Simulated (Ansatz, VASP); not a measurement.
Ti in VASP and in Ansatz

INCAR

```
SYSTEM = Ti
PREC = Accurate
ENCUT = 520
EDIFF = 1E-6
ISMEAR = -1
SIGMA = 0.1
LREAL = .False.
LASPH = .True.
NELM = 80
ALGO = Normal
ISIF = 2
LWAVE = .False.
LCHARG = .True.
GGA = PS
LELF = .True.
LVHAR = .True.
NBANDS = 19
```

KPOINTS

```
regular mesh
0
Gamma
  20 20 11
  0 0 0
```

File POSCAR:

```
Ti
1.0
    2.9391283464      0.0000000000      0.0000000000
   -1.4695641732      2.5453598130      0.0000000000
    0.0000000000      0.0000000000      4.6557727226
Ti
2
Direct
    0.3333333333      0.6666666667      0.2500000000
    0.6666666667      0.3333333333      0.7500000000
```

Input for Ansatz:

```yaml
crystal:
  lattice:
    - [2.9391283464, 0.0, 0.0]
    - [-1.4695641732, 2.545359813, 0.0]
    - [0.0, 0.0, 4.6557727226]
  atoms:
    - { symbol: Ti, position: [0.3333333333, 0.6666666667, 0.25] }
    - { symbol: Ti, position: [0.6666666667, 0.3333333333, 0.75] }
hamiltonian:
  xc: pbesol
  pseudopotentials:
    kind: paw
    azcp:
      Ti: "pseudopotentials/Ti.paw.azcp"
basis:
  ecutwfc: 420
  fft_grid_basis: typed
kpoints:
  mp_grid: { grid: [20, 20, 11], shift: [0, 0, 0] }
magnetization:
  spin_polarized: false
scf:
  occupations: { method: fermi_dirac, width: 0.1 }
output:
  stress: true
```

Alike in both runs: task single point; functional PBEsol; k mesh 20 × 20 × 11; occupations fermi-dirac, width 0.1 eV; no spin polarisation.

```csv
,VASP,Ansatz
version,VASP 6.6.1,Ansatz 0.2.0
potentials or method,"VASP PAW PBE potentials, release 64 (Ti_sv), cutoff 520 eV","plane waves (420 eV) with PAW, scalar-relativistic"
valence electrons in the cell,24,24
```

|  | VASP | Ansatz | Ansatz less VASP |
| --- | --- | --- | --- |
| pressure (GPa) | -4.5 | -4.3 | +0.20 |
| traceless stress, the component that is largest in VASP (GPa) | -0.11 | -0.11 | +0.003 |

VASP's potentials were made for PBE, not for PBEsol, and Ansatz warns of the same on its side.
